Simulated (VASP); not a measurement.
# Bi (Im-3m) in VASP: notebook

Aim: see how the results for Bi move with the level of theory and the settings. Levels: PBE, BLYP. Tasks: single point.

Everything below comes from runs of VASP 6.6.1. Logs are shortened: lines on timing, memory, paths and dates and some standing lists are left out, and cuts for length are marked.

**1. The cell of the first run**

It takes space group Im-3m (No. 229, cubic). The conventional cell has a = 3.963 Å, b = 3.963 Å, c = 3.963 Å, α = 90.00°, β = 90.00°, γ = 90.00°. Bi (site symmetry m-3m) has 14 Bi at 3.43 to 3.96 Å within 4.5 Å.

**2. Single point, PBE**

INCAR

```
SYSTEM = Bi
ALGO = Fast
EDIFF = 1E-6
ENCUT = 520
GGA = PE
ISIF = 2
ISMEAR = 0
LASPH = .True.
LCHARG = .False.
LREAL = .False.
LWAVE = .False.
NBANDS = 14
NELM = 60
PREC = Accurate
SIGMA = 0.012
```

KPOINTS

```
k-points
0
Gamma
  9 9 9
  0 0 0
```

POSCAR

```
Bi
1.0
   -1.9814305318      1.9814305318      1.9814305318
    1.9814305318     -1.9814305318      1.9814305318
    1.9814305318      1.9814305318     -1.9814305318
Bi
1
Direct
    0.0000000000      0.0000000000      0.0000000000
```

Potentials or basis: VASP PAW PBE potentials, release 64 (Bi_d).

On the command line:

```sh
> cat potpaw_PBE.64/Bi_d/POTCAR > POTCAR
> mpirun -np 1 vasp_std > vasp.out
```

OUTCAR:

```text
SYSTEM = Bi
   EDIFF = 1E-6
   ENCUT = 520
   GGA = PE
   ISIF = 2
   ISMEAR = 0
   LASPH = .True.
   LREAL = .False.
   NELM = 60
   PREC = Accurate

 ion  position               nearest neighbor table
   1  0.000  0.000  0.000-

  LATTYP: Found a body centered cubic cell.
 ALAT       =     3.9628610636

  Lattice vectors:

 A1 = (  -1.9814305318,   1.9814305318,   1.9814305318)
 A2 = (   1.9814305318,  -1.9814305318,   1.9814305318)
 A3 = (   1.9814305318,   1.9814305318,  -1.9814305318)

Analysis of symmetry for initial positions (statically):
=====================================================================
 Subroutine PRICEL returns:
 Original cell was already a primitive cell.

 Routine SETGRP: Setting up the symmetry group for a
 body centered cubic supercell.

 Subroutine GETGRP returns: Found 48 space group operations
[... 9 lines left out ...]

 Routine SETGRP: Setting up the symmetry group for a
 body centered cubic supercell.

 Subroutine GETGRP returns: Found 48 space group operations
[... 11 lines left out ...]
                                     Primitive cell

  volume of cell :      31.1169

  direct lattice vectors                    reciprocal lattice vectors
    -1.981430532  1.981430532  1.981430532     0.000000000  0.252342937  0.252342937
     1.981430532 -1.981430532  1.981430532     0.252342937  0.000000000  0.252342937
     1.981430532  1.981430532 -1.981430532     0.252342937  0.252342937  0.000000000

  length of vectors
     3.431938353  3.431938353  3.431938353     0.356866804  0.356866804  0.356866804

  position of ions in fractional coordinates (direct lattice)
     0.000000000  0.000000000  0.000000000

  ion indices of the primitive-cell ions
   primitive index   ion index
                 1           1

----------------------------------------------------------------------------------------

 KPOINTS: k-points

Automatic generation of k-mesh.
 Grid dimensions read from file:
 generate k-points for:    9    9    9

 Generating k-lattice:

  Cartesian coordinates                     Fractional coordinates (reciprocal lattice)
     0.000000000  0.028038104  0.028038104     0.111111111  0.000000000  0.000000000
     0.028038104  0.000000000  0.028038104     0.000000000  0.111111111  0.000000000
     0.028038104  0.028038104  0.000000000     0.000000000  0.000000000  0.111111111

  Length of vectors
     0.039651867  0.039651867  0.039651867

  Shift w.r.t. Gamma in fractional coordinates (k-lattice)
     0.000000000  0.000000000  0.000000000

 Subroutine IBZKPT returns following result:
[... 44 lines left out ...]
   LNONCOLLINEAR =      F non collinear calculations
   LSORBIT =      F    spin-orbit coupling
   LASPH  =      T    aspherical Exc in radial PAW
   ENCUT  =  520.0 eV  38.22 Ry    6.18 a.u.   6.38  6.38  6.38*2*pi/ulx,y,z
   NELM   =     60;   NELMIN=  2; NELMDL= -5     # of ELM steps
   EDIFF  = 0.1E-05   stopping-criterion for ELM
   LREAL  =      F    real-space projection
   EDIFFG = 0.1E-04   stopping-criterion for IOM
   NSW    =      0    number of steps for IOM
   IBRION =     -1    ionic relax: 0-MD 1-quasi-New 2-CG
[... 8 lines left out ...]
   EMIN   =  10.00;   EMAX   =-10.00  energy-range for DOS
   EFERMI =   0.00;   METHOD = LEGACY
   ISMEAR =     0;   SIGMA  =   0.01  broadening in eV -4-tet -1-fermi 0-gaus
   EFERMI_NEDOS =   21; number of points for ismear=-14 and -15
   IALGO  =     68    algorithm
   IMIX   =      4    mixing-type and parameters
     AMIX     =   0.40;   BMIX     =  1.00
     AMIX_MAG =   1.60;   BMIX_MAG =  1.00
  volume/ion in A,a.u.               =      31.12       209.99
  Fermi-wavevector in a.u.,A,eV,Ry     =   1.283630  2.425708 22.418388  1.647705
  Thomas-Fermi vector in A             =   2.415871
   LORBIT       =      0    0 simple, 1 ext, 2 COOP (PROOUT), +10 PAW based schemes
   GGA     = PE    functional components
   LHFCALC =     F    Hartree Fock is set to
   AEXX    =    0.0000 exact exchange contribution
   IVDW    =     0    specifies the selected vdW correction
   LEPSILON=     F    determine dielectric tensor
   LRPA    =     F    only Hartree local field effects (RPA)
 non-spin polarized calculation
 RMM-DIIS sequential band-by-band and
 Gauss-broadening in eV      SIGMA  =   0.01
  energy-cutoff  :      520.00
  volume of cell :       31.12
 maximum number of plane-waves:       887
 NGX is ok and might be reduce to    28
   NGX = 13   NGY = 13   NGZ = 13

 number of electron      14.9999994 magnetization

 Free energy of the ion-electron system (eV)
  ---------------------------------------------------
  ext. energy  EPLUGINS =         0.00000000
  ---------------------------------------------------
  free energy    TOTEN  =        -3.76692432 eV

  energy without entropy =       -3.76672559  energy(sigma->0) =       -3.76682495

 E-fermi :   7.9367     XC(G=0): -10.2914

 val. band max:        7.9100716850   @ k =   0.2222   0.0000   0.0000
 cond. band min:       7.9407891894   @ k =  -0.2222   0.2222   0.1111
 fundamental gap:      0.0307175043
 Fermi energy:         7.9366521651

 k-point     1 :       0.0000    0.0000    0.0000
  band No.  band energies     occupation
      1     -15.1156      2.00000
      2     -15.1156      2.00000
      3     -15.1156      2.00000
      4     -14.9877      2.00000
      5     -14.9877      2.00000
      6      -5.5997      2.00000
      7      13.0410      0.00000
      8      13.0410      0.00000
      9      13.0410      0.00000
     10      17.0519      0.00000
     11      18.3960      0.00000
     12      18.3960      0.00000
     13      18.3960      0.00000
     14      19.5992      0.00000
[... 377 lines left out ...]
      1     -15.1049      2.00000
      2     -15.0712      2.00000
      3     -15.0283      2.00000
      4     -14.9916      2.00000
      5     -14.9172      2.00000
      6      -2.1289      2.00000
      7       3.5506      2.00000
      8       7.0743      2.00000
      9      10.5584      0.00000
     10      15.3114      0.00000
     11      16.7700      0.00000
     12      17.8312      0.00000
     13      19.3042      0.00000
     14      25.6237      0.00000

 [... further k-points ...]
[... 5 lines left out ...]
  --------------------------------------------------------------------------------------
  -------------------------------------------------------------------------------------
  Total        0.1517838      0.1517838      0.1517838      0.0000000     -0.0000000     -0.0000000
  in kB        7.8151895      7.8151895      7.8151895      0.0000000     -0.0000000     -0.0000000
  external PRESSURE =       7.8151895 kB  Pullay stress =       0.0000000 kB

 VOLUME and BASIS-vectors are now :
 -----------------------------------------------------------------------------
  energy-cutoff  :      520.00
  volume of cell :       31.12
      direct lattice vectors                 reciprocal lattice vectors
    -1.981430532  1.981430532  1.981430532     0.000000000  0.252342937  0.252342937
     1.981430532 -1.981430532  1.981430532     0.252342937  0.000000000  0.252342937
     1.981430532  1.981430532 -1.981430532     0.252342937  0.252342937  0.000000000

 POSITION                                       TOTAL-FORCE (eV/Angst)
 -----------------------------------------------------------------------------------
      0.00000      0.00000      0.00000         0.000000      0.000000     -0.000000
 -----------------------------------------------------------------------------------
    total drift:                               -0.000000     -0.000000     -0.000000

  FREE ENERGIE OF THE ION-ELECTRON SYSTEM (eV)
  ---------------------------------------------------
  free  energy   TOTEN  =        -3.7669243218 eV

  energy  without entropy=       -3.7667255851  energy(sigma->0) =       -3.76682495
```

OSZICAR:

```text
N       E                     dE             d eps       ncg     rms          rms(c)
DAV:   1     0.114123629278E+03    0.11412E+03   -0.76283E+03   998   0.122E+03
DAV:   2     0.280015918315E+01   -0.11132E+03   -0.10742E+03  1070   0.338E+02
DAV:   3    -0.361273899605E+01   -0.64129E+01   -0.63959E+01  1258   0.787E+01
DAV:   4    -0.376311279914E+01   -0.15037E+00   -0.15035E+00  1238   0.129E+01
DAV:   5    -0.376976958992E+01   -0.66568E-02   -0.66566E-02  1362   0.249E+00    0.458E-01
RMM:   6    -0.376681428419E+01    0.29553E-02   -0.63593E-03  1182   0.933E-01    0.280E-01
RMM:   7    -0.376673743345E+01    0.76851E-04   -0.58364E-03  1190   0.792E-01    0.804E-02
RMM:   8    -0.376688605471E+01   -0.14862E-03   -0.12751E-03  1365   0.467E-01    0.143E-02
RMM:   9    -0.376691874813E+01   -0.32693E-04   -0.35117E-04  1502   0.179E-01    0.981E-03
RMM:  10    -0.376692152784E+01   -0.27797E-05   -0.63957E-05  1357   0.107E-01    0.211E-03
RMM:  11    -0.376692405576E+01   -0.25279E-05   -0.29729E-05  1651   0.496E-02    0.158E-03
RMM:  12    -0.376692432183E+01   -0.26607E-06   -0.31770E-06   900   0.163E-02
   1 F= -.37669243E+01 E0= -.37668250E+01  d E =-.198737E-03
```

stdout:

```text
POSCAR found type information on POSCAR Bi
 POSCAR found :  1 types and       1 ions
 scaLAPACK will be used
 LDA part: xc-table for (Slater+PW92), standard interpolation
 POSCAR, INCAR and KPOINTS ok, starting setup
 FFT: planning ... GRIDC
 FFT: planning ... GRID_SOFT
 FFT: planning ... GRID
 WAVECAR not read
 entering main loop
```

Run time: 7.5 s. Hardware: 1 thread of Intel Xeon 6975P-C (Granite Rapids), shared host; peak memory 0.15 GiB.

What came out:

- Free energy: -3.7669 eV
- Pressure: 0.8 GPa

Caveat: spin-orbit coupling is left out, which moves the levels of the heavy elements.

**3. Single point, PBE**

INCAR

```
  PREC = Accurate
  ENCUT = 520
  EDIFF = 1E-6
  ISMEAR = 0
  SIGMA = 0.026000000000000002
  LREAL = False
  LASPH = True
  NELM = 100
  ALGO = Fast
  ISIF = 2
  LWAVE = False
  LCHARG = False
  GGA = PE
  NBANDS = 14
```

KPOINTS

```
regular mesh
0
Gamma
  9 9 9
```

POSCAR is that of step 2.

Potentials or basis: VASP PAW PBE potentials, release 64 (Bi_d).

On the command line:

```sh
> cat potpaw_PBE.64/Bi_d/POTCAR > POTCAR
> mpirun -np 1 vasp_std > vasp.out
```

OUTCAR:

```text
PREC = Accurate
   ENCUT = 520
   EDIFF = 1E-6
   ISMEAR = 0
   LREAL = False
   LASPH = True
   NELM = 100
   ISIF = 2
   GGA = PE

 ion  position               nearest neighbor table
   1  0.000  0.000  0.000-

  LATTYP: Found a body centered cubic cell.
 ALAT       =     3.9628610636

  Lattice vectors:

 A1 = (  -1.9814305318,   1.9814305318,   1.9814305318)
 A2 = (   1.9814305318,  -1.9814305318,   1.9814305318)
 A3 = (   1.9814305318,   1.9814305318,  -1.9814305318)

[... 578 lines left out ...]
      5     -14.9171      2.00000
      6      -2.1289      2.00000
      7       3.5506      2.00000
      8       7.0743      2.00000
      9      10.5584      0.00000
     10      15.3114      0.00000
     11      16.7700      0.00000
     12      17.8312      0.00000
     13      19.3042      0.00000
     14      25.6237      0.00000

 [... further k-points ...]
[... 5 lines left out ...]
  --------------------------------------------------------------------------------------
  -------------------------------------------------------------------------------------
  Total        0.1526566      0.1526566      0.1526566      0.0000000     -0.0000000      0.0000000
  in kB        7.8601284      7.8601284      7.8601284      0.0000000     -0.0000000      0.0000000
  external PRESSURE =       7.8601284 kB  Pullay stress =       0.0000000 kB

 VOLUME and BASIS-vectors are now :
 -----------------------------------------------------------------------------
  energy-cutoff  :      520.00
  volume of cell :       31.12
      direct lattice vectors                 reciprocal lattice vectors
    -1.981430532  1.981430532  1.981430532     0.000000000  0.252342937  0.252342937
     1.981430532 -1.981430532  1.981430532     0.252342937  0.000000000  0.252342937
     1.981430532  1.981430532 -1.981430532     0.252342937  0.252342937  0.000000000

 POSITION                                       TOTAL-FORCE (eV/Angst)
 -----------------------------------------------------------------------------------
      0.00000      0.00000      0.00000        -0.000000      0.000000     -0.000000
 -----------------------------------------------------------------------------------
    total drift:                               -0.000000     -0.000000     -0.000000

  FREE ENERGIE OF THE ION-ELECTRON SYSTEM (eV)
  ---------------------------------------------------
  free  energy   TOTEN  =        -3.7671855266 eV

  energy  without entropy=       -3.7666305870  energy(sigma->0) =       -3.76690806
```

OSZICAR:

```text
N       E                     dE             d eps       ncg     rms          rms(c)
DAV:   1     0.114123113639E+03    0.11412E+03   -0.76283E+03   998   0.122E+03
DAV:   2     0.279990818403E+01   -0.11132E+03   -0.10742E+03  1070   0.338E+02
DAV:   3    -0.361297452172E+01   -0.64129E+01   -0.63950E+01  1258   0.786E+01
DAV:   4    -0.376337130951E+01   -0.15040E+00   -0.15036E+00  1238   0.129E+01
DAV:   5    -0.377003020450E+01   -0.66589E-02   -0.66586E-02  1362   0.249E+00    0.457E-01
RMM:   6    -0.376707598936E+01    0.29542E-02   -0.63573E-03  1182   0.932E-01    0.280E-01
RMM:   7    -0.376699866496E+01    0.77324E-04   -0.58342E-03  1190   0.792E-01    0.804E-02
RMM:   8    -0.376714725059E+01   -0.14859E-03   -0.12749E-03  1365   0.467E-01    0.143E-02
RMM:   9    -0.376717995394E+01   -0.32703E-04   -0.35129E-04  1502   0.179E-01    0.981E-03
RMM:  10    -0.376718273144E+01   -0.27775E-05   -0.63970E-05  1357   0.107E-01    0.211E-03
RMM:  11    -0.376718525553E+01   -0.25241E-05   -0.29682E-05  1650   0.496E-02    0.158E-03
RMM:  12    -0.376718552659E+01   -0.27105E-06   -0.32259E-06   899   0.165E-02
   1 F= -.37671855E+01 E0= -.37669081E+01  d E =-.554940E-03
```

stdout:

```text
POSCAR found type information on POSCAR Bi
 POSCAR found :  1 types and       1 ions
 scaLAPACK will be used
 LDA part: xc-table for (Slater+PW92), standard interpolation
 POSCAR, INCAR and KPOINTS ok, starting setup
 FFT: planning ... GRIDC
 FFT: planning ... GRID_SOFT
 FFT: planning ... GRID
 WAVECAR not read
 entering main loop
```

It took 7.6 s on 1 thread of Intel Xeon 6975P-C (Granite Rapids), shared host; peak memory 0.15 GiB.

What came out:

```yaml
Free_energy: -3.7672 eV
Pressure: 0.8 GPa
```

Caveat: spin-orbit coupling is left out, which moves the levels of the heavy elements.

**4. Single point, PBE**

INCAR

```
ALGO = Normal
EDIFF = 1E-6
ENCUT = 520
GGA = PE
ISIF = 2
ISMEAR = 0
LASPH = True
LCHARG = False
LREAL = False
LWAVE = False
NBANDS = 14
NELM = 60
PREC = Accurate
SIGMA = 0.016
```

KPOINTS

```
k-points
0
Gamma
  9 9 9
```

POSCAR is that of step 3.

On the command line:

```sh
> cat potpaw_PBE.64/Bi_d/POTCAR > POTCAR
> mpirun -np 1 vasp_std > vasp.out
```

It took 6.2 s on 1 thread of Intel Xeon 6975P-C (Granite Rapids), shared host; peak memory 0.16 GiB.

It converged, with:

- Free energy: -3.7670 eV
- Pressure: 0.8 GPa

Levels at points of the mesh, in eV from the Fermi level:
```csv
k point,band 5,band 6,band 7,band 8,band 9,band 10
"(0.00, 0.00, 0.00)",-22.92,-13.54,5.11,5.11,5.11,9.12
```

Caveat: spin-orbit coupling is left out, which moves the levels of the heavy elements.

(Part 1 of 2 ends here.)
